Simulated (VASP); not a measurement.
# TaN (P6/mmm) in VASP: notebook, part 2 of 2

VASP 6.6.1.

## (4) Single point, PBEsol

This run uses another cell than the first one, of 11.01 Å³/atom, 1.058 times its volume.

File INCAR:

```
SYSTEM = TaN
ALGO     = Normal         ! electronic algorithm
EDIFF    = 1E-6           ! SCF threshold, eV
ENCUT    = 520            ! plane-wave cutoff, eV
GGA      = PS             ! functional
ISIF     = 2              ! what is computed and relaxed
ISMEAR   = -1             ! smearing method
LASPH    = .TRUE.         ! aspherical terms in the spheres
LCHARG   = .FALSE.        ! write CHGCAR
LREAL    = .FALSE.        ! projectors in reciprocal space
LWAVE    = .FALSE.        ! write WAVECAR
NBANDS   = 33             ! bands
NELM     = 80             ! most SCF steps
PREC     = Accurate       ! precision mode
SIGMA    = 0.05           ! smearing width, eV
```

File KPOINTS:

```
k-points
0
G
  5 5 8
  0 0 0
```

File POSCAR:

```
TaN
1.0
    5.1444414382      0.0000000000      0.0000000000
   -2.5722207191      4.4552171015      0.0000000000
    0.0000000000      0.0000000000      2.8819178775
Ta N
3 3
Direct
    0.0000000000      0.0000000000      0.0000000000
    0.3333333333      0.6666666667      0.5000000000
    0.6666666667      0.3333333333      0.5000000000
    0.5000000000      0.0000000000      0.0000000000
    0.5000000000      0.5000000000      0.0000000000
    0.0000000000      0.5000000000      0.0000000000
```

Potentials or basis: VASP PAW PBE potentials, release 64 (Ta_pv, N).

Started as:

```bash
> cat potpaw_PBE.64/Ta_pv/POTCAR potpaw_PBE.64/N/POTCAR > POTCAR
> mpirun -np 1 vasp_std > vasp.out
```

OUTCAR:

```text
SYSTEM = TaN
   EDIFF = 1E-6
   ENCUT = 520
   GGA = PS
   ISIF = 2
   ISMEAR = -1
   LASPH = .TRUE.
   LREAL = .FALSE.
   NELM = 80
   PREC = Accurate

 ion  position               nearest neighbor table
   1  0.000  0.000  0.000-   4 2.57   4 2.57   6 2.57   6 2.57   5 2.57   5 2.57   3 3.30   3 3.30
                             2 3.30   2 3.30   2 3.30   3 3.30   2 3.30   3 3.30   2 3.30   3 3.30
   2  0.333  0.667  0.500-   6 2.07   6 2.07   5 2.07   5 2.07   4 2.07   4 2.07   3 2.97   3 2.97
                             3 2.97   1 3.30   1 3.30   1 3.30   1 3.30   1 3.30   1 3.30
   3  0.667  0.333  0.500-   6 2.07   6 2.07   5 2.07   5 2.07   4 2.07   4 2.07   2 2.97   2 2.97
                             2 2.97   1 3.30   1 3.30   1 3.30   1 3.30   1 3.30   1 3.30
   4  0.500  0.000  0.000-   2 2.07   3 2.07   2 2.07   3 2.07   1 2.57   1 2.57
   5  0.500  0.500  0.000-   2 2.07   3 2.07   2 2.07   3 2.07   1 2.57   1 2.57
   6  0.000  0.500  0.000-   2 2.07   3 2.07   2 2.07   3 2.07   1 2.57   1 2.57

  LATTYP: Found a hexagonal cell.
 ALAT       =     5.1444414382
 C/A-ratio  =     0.5602003467

  Lattice vectors:

 A1 = (   5.1444414382,   0.0000000000,   0.0000000000)
 A2 = (  -2.5722207191,   4.4552171015,   0.0000000000)
 A3 = (   0.0000000000,   0.0000000000,   2.8819178775)

Analysis of symmetry for initial positions (statically):
[... 188 lines left out ...]
  band No.  band energies     occupation
      1     -27.8115      2.00000
      2     -27.8115      2.00000
      3     -27.3882      2.00000
      4     -27.3882      2.00000
      5     -27.1510      2.00000
      6     -27.0335      2.00000
[... 853 lines left out ...]
     32      12.4422      0.00000
     33      13.9421      0.00000

 [... further k-points ...]

------------------------ aborting loop because EDIFF is reached ----------------------------------------

  FORCE on cell =-STRESS in cart. coord.  units (eV):
  Direction    XX          YY          ZZ          XY          YZ          ZX
  --------------------------------------------------------------------------------------
  -------------------------------------------------------------------------------------
  Total        4.2012783      4.2012786      5.5742006      0.0000000      0.0000000      0.0000000
  in kB      101.9068398    101.9068456    135.2086502      0.0000000      0.0000000      0.0000000
  external PRESSURE =     113.0074452 kB  Pullay stress =       0.0000000 kB

 VOLUME and BASIS-vectors are now :
 -----------------------------------------------------------------------------
  energy-cutoff  :      520.00
  volume of cell :       66.05
      direct lattice vectors                 reciprocal lattice vectors
     5.144441438  0.000000000  0.000000000     0.194384563  0.112227976  0.000000000
    -2.572220719  4.455217101  0.000000000     0.000000000  0.224455953  0.000000000
     0.000000000  0.000000000  2.881917877     0.000000000  0.000000000  0.346991151

 POSITION                                       TOTAL-FORCE (eV/Angst)
 -----------------------------------------------------------------------------------
      0.00000      0.00000      0.00000         0.000000      0.000000     -0.000000
     -0.00000      2.97014      1.44096        -0.000000      0.000000     -0.000000
      2.57222      1.48507      1.44096        -0.000000      0.000000      0.000000
      2.57222      0.00000      0.00000         0.000000      0.000000     -0.000000
      1.28611      2.22761      0.00000         0.000000      0.000000     -0.000000
     -1.28611      2.22761      0.00000         0.000000      0.000000     -0.000000
 -----------------------------------------------------------------------------------
    total drift:                               -0.000000      0.000000     -0.000000

  FREE ENERGIE OF THE ION-ELECTRON SYSTEM (eV)
  ---------------------------------------------------
  free  energy   TOTEN  =       -68.6439665494 eV

  energy  without entropy=      -68.6354760299  energy(sigma->0) =      -68.63972129
```

OSZICAR:

```text
N       E                     dE             d eps       ncg     rms          rms(c)
DAV:   1     0.447156107083E+03    0.44716E+03   -0.25808E+04  1650   0.153E+03
DAV:   2    -0.484306656925E+02   -0.49559E+03   -0.47182E+03  1854   0.454E+02
DAV:   3    -0.779993941199E+02   -0.29569E+02   -0.28968E+02  2028   0.107E+02
DAV:   4    -0.785908367854E+02   -0.59144E+00   -0.58632E+00  2073   0.147E+01
DAV:   5    -0.786056286525E+02   -0.14792E-01   -0.14774E-01  2089   0.181E+00    0.491E+01
DAV:   6    -0.692266329180E+02    0.93790E+01   -0.42443E+01  2030   0.371E+01    0.215E+01
DAV:   7    -0.688437516411E+02    0.38288E+00   -0.33463E+00  2070   0.140E+01    0.120E+01
DAV:   8    -0.686737276003E+02    0.17002E+00   -0.60890E-01  2047   0.512E+00    0.372E+00
DAV:   9    -0.686455535160E+02    0.28174E-01   -0.74312E-02  2010   0.255E+00    0.445E-01
DAV:  10    -0.686443289538E+02    0.12246E-02   -0.15311E-02  2046   0.685E-01    0.203E-01
DAV:  11    -0.686439773329E+02    0.35162E-03   -0.24115E-03  2047   0.318E-01    0.445E-02
DAV:  12    -0.686439674005E+02    0.99324E-05   -0.13336E-04  2035   0.782E-02    0.195E-02
DAV:  13    -0.686439665494E+02    0.85114E-06   -0.67792E-06  2023   0.180E-02
   1 F= -.68643967E+02 E0= -.68639721E+02  d E =-.849052E-02
```

Wall time 66 s (1 thread of Intel Xeon Platinum 8488C (Sapphire Rapids), shared host); peak memory 0.21 GiB.

Results:

| Item | Value |
| --- | --- |
| Free energy | -68.6440 eV |
| Pressure | 11.3 GPa |
| Band gap on the k mesh | zero (band 24 reaches 9.24 eV, above the bottom of band 25 at 6.99 eV) |

Caveat: the PAW data sets were made with another functional, which shifts forces and pressure a little; spin-orbit coupling is left out, which moves the levels of the heavy elements.

## (5) Summary

| cell | gap on the mesh (eV) | pressure (GPa) |
| --- | --- | --- |
| a = 5.049, b = 5.049, c = 2.828 Å, angles 90.0, 90.0, 120.0°, 6 atoms | none | 34.8 |
| a = 5.097, b = 5.097, c = 2.855 Å, angles 90.0, 90.0, 120.0°, 6 atoms | none | 22.2 |
| a = 5.144, b = 5.144, c = 2.882 Å, angles 90.0, 90.0, 120.0°, 6 atoms | none | 11.3 |

Alike in all rows: task single point; level PBEsol; potentials or basis VASP PAW PBE potentials, release 64 (Ta_pv, N); no spin polarisation; k mesh 5 × 5 × 8; cutoff (eV) 520; smearing fermi-dirac 0.05 eV.

Caveats: the PAW data sets were made with another functional, which shifts forces and pressure a little; spin-orbit coupling is left out, which moves the levels of the heavy elements.

Total energies depend on the potentials used, so only differences within one code and one set of settings carry meaning.
